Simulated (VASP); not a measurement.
Write the native input for VASP 6.6.1 that does the following.

| Item | Value |
| --- | --- |
| Task | single point |
| Functional | r2SCAN |
| Potentials or basis | VASP PAW PBE potentials, release 64 (Cd_sv_GW, O) |
| Cutoff | 770 eV |
| k mesh | 7 × 7 × 5 |
| Occupations | fermi-dirac, width 0.1 eV |
| Spin | no spin polarisation |
| Dipole correction | no |
| Further INCAR settings | ALGO = Normal; EDIFF = 1e-06; NBANDS = 23 |

The system is CdO2.

```
Cd O
1.0
     3.47623    0.00000    0.00000
    -1.73812    3.01050    0.00000
     0.00000    0.00000    4.14808
Cd O
1 2
Cartesian
  0.0000 0.0000 0.0000
  1.7381 1.0035 3.1350
  0.0000 2.0070 1.0130
```

The input as run:

POSCAR

```
CdO2
1.0
    3.4762300000      0.0000000000      0.0000000000
   -1.7381150000      3.0105034894      0.0000000000
    0.0000000000      0.0000000000      4.1480760000
Cd O
1 2
Direct
    0.0000000000      0.0000000000      0.0000000000
    0.6666666667      0.3333333333      0.7557800000
    0.3333333333      0.6666666667      0.2442200000
```

INCAR.step1

```
SYSTEM = CdO2
PREC     = Accurate       ! precision mode
ENCUT    = 770            ! plane-wave cutoff, eV
ISMEAR   = -1             ! smearing method
SIGMA    = 0.1            ! smearing width, eV
LREAL    = .FALSE.        ! projectors in reciprocal space
LASPH    = .TRUE.         ! aspherical terms in the spheres
NELM     = 120            ! most SCF steps
NBANDS   = 23             ! bands
GGA      = PE             ! functional
ALGO     = Normal         ! electronic algorithm
EDIFF    = 1E-5           ! SCF threshold, eV
LWAVE    = .TRUE.         ! write WAVECAR
LCHARG   = .FALSE.        ! write CHGCAR
GGA_COMPAT= .FALSE.
```

INCAR.step2

```
SYSTEM = CdO2
PREC     = Accurate       ! precision mode
ENCUT    = 770            ! plane-wave cutoff, eV
EDIFF    = 1E-6           ! SCF threshold, eV
ISMEAR   = -1             ! smearing method
SIGMA    = 0.1            ! smearing width, eV
LREAL    = .FALSE.        ! projectors in reciprocal space
LASPH    = .TRUE.         ! aspherical terms in the spheres
NELM     = 120            ! most SCF steps
ALGO     = Normal         ! electronic algorithm
ISIF     = 2              ! what is computed and relaxed
LWAVE    = .FALSE.        ! write WAVECAR
LCHARG   = .TRUE.         ! write CHGCAR
METAGGA  = R2SCAN         ! meta-GGA
LMIXTAU  = .TRUE.       
LELF     = .TRUE.         ! ELF
LVHAR    = .TRUE.       
NBANDS   = 23             ! bands
ISTART   = 1            
GGA_COMPAT= .FALSE.
```

KPOINTS

```
regular mesh
0
G
  7 7 5
  0 0 0
```

Potentials or basis: VASP PAW PBE potentials, release 64 (Cd_sv_GW, O).

The run is started by

```sh
$ cat potpaw_PBE.64/Cd_sv_GW/POTCAR potpaw_PBE.64/O/POTCAR > POTCAR
$ cp INCAR.step1 INCAR
$ mpirun -np 1 vasp_std > vasp.out
$ cp INCAR.step2 INCAR
$ mpirun -np 1 vasp_std > vasp.out
```

Results of the run:

```yaml
Pressure: -9.6 GPa
Largest_force: 0.273 eV/Å
Band_gap_on_the_k_mesh: zero (bands 16 and 17 overlap by 0.61 eV)
```

Caveat: the cell stands under tension; semilocal functionals underestimate gaps, and a narrow one can read as zero; the PAW data sets were made with another functional, which shifts forces and pressure a little.

Run time: 2.8 min on 1 thread of AMD EPYC 7R13 Processor (Zen 3), on a shared host, peak memory 0.22 GiB.
